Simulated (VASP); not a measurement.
Runs of VASP 6.6.1 on V. The structure is that of space group Fm-3m (No. 225), or close to it. The cells are those of the table. 

```csv
task,spin,cell,k mesh,k mesh for the DOS,occupations for the DOS,gap on the mesh (eV),pressure (GPa)
single point,"collinear, ferromagnetic start","a = 2.680 Å, angles 60.0°, 1 atom",8 × 8 × 8,-,-,none,(a)
single point,off,"a = 2.615 Å, angles 60.0°, 1 atom",18 × 18 × 18,-,-,none,20.2
single point,off,"a = 2.786 Å, angles 60.0°, 1 atom",18 × 18 × 18,-,-,none,-13.8
single point,off,"a = 2.644 Å, angles 60.0°, 1 atom",18 × 18 × 18,-,-,none,12.5
```

Alike in all rows: level PBE; potentials or basis VASP PAW PBE potentials, release 64 (V_sv); cutoff (eV) 520; smearing gaussian 0.1 eV.

Q: Estimate the missing entries.

A: (a) 4.5.

A gap of «none» marks levels without a gap at the run's occupations.
